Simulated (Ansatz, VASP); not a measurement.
Au: VASP beside Ansatz

INCAR

```
SYSTEM = Au
PREC     = Accurate       ! precision mode
ENCUT    = 520            ! plane-wave cutoff, eV
EDIFF    = 1E-6           ! SCF threshold, eV
ISMEAR   = 0              ! smearing method
SIGMA    = 0.15           ! smearing width, eV
LREAL    = .False.        ! projectors in reciprocal space
LASPH    = .True.         ! aspherical terms in the spheres
NELM     = 80             ! most SCF steps
ALGO     = Fast           ! electronic algorithm
ISIF     = 2              ! what is computed and relaxed
LWAVE    = .False.        ! write WAVECAR
LCHARG   = .False.        ! write CHGCAR
GGA      = PS             ! functional
NBANDS   = 18             ! bands
```

File KPOINTS:

```
Automatic mesh
0
Gamma
  24 24 24
  0 0 0
```

POSCAR

```
Au
1.0
    0.0000000000     -2.0419343851     -2.0419343851
   -2.0419343851      0.0000000000     -2.0419343851
    2.0419343851      2.0419343851     -4.0838687702
Au
2
Direct
    0.5209928736      0.5209928736      0.5000000000
   -0.0209928736     -0.0209928736      0.0000000000
```

Input for Ansatz:

```yaml
crystal:
  lattice:
    - [0.0, -2.0419343851, -2.0419343851]
    - [-2.0419343851, 0.0, -2.0419343851]
    - [2.0419343851, 2.0419343851, -4.0838687702]
  atoms:
    - { symbol: Au, position: [0.5209928736, 0.5209928736, 0.5] }
    - { symbol: Au, position: [-0.0209928736, -0.0209928736, 0.0] }
basis:
  ecutwfc: 420
kpoints:
  mp_grid: { grid: [24, 24, 24] }
hamiltonian:
  xc: pbesol
scf:
  occupations: { method: gaussian, width: 0.15 }
output:
  forces: true
  stress: true
  eigenvalues: true
```

Change from the starting cell: mode 4 (59.0 1/cm) frozen in, largest displacement +0.105 Å.

Alike in both runs: task single point; functional PBEsol; k mesh 24 × 24 × 24; occupations gaussian, width 0.15 eV; no spin polarisation.

|  | VASP | Ansatz |
| --- | --- | --- |
| version | VASP 6.6.1 | Ansatz 0.2.0 |
| potentials or method | VASP PAW PBE potentials, release 64 (Au), cutoff 520 eV | scalar-relativistic, plane waves, PAW |
| valence electrons in the cell | 22 | 38 |

VASP gave:

```
gap on the k mesh at the Fermi level (eV)                     : none
pressure (GPa)                                                : 0.2
traceless stress, the component that is largest in VASP (GPa) : 0.86
rms of the force components (eV/Å)                            : 0.150
```

Estimate Ansatz's values.

gap on the k mesh at the Fermi level (eV): none; pressure (GPa): 0.5; traceless stress, the component that is largest in VASP (GPa): 0.86; rms of the force components (eV/Å): 0.150.

VASP's potentials were made for PBE, not for PBEsol. Atom by atom the forces differ by 0.000 eV/Å (rms over components). A gap of «none» marks a metal or a gap that the smearing closes. The functional is the same, so the differences come from potentials, cutoffs and numerics. VASP's potentials hold 22 valence electrons a cell and Ansatz's 38, so a difference there can come from the potentials and not from the codes.

Neither program's run includes spin-orbit coupling.
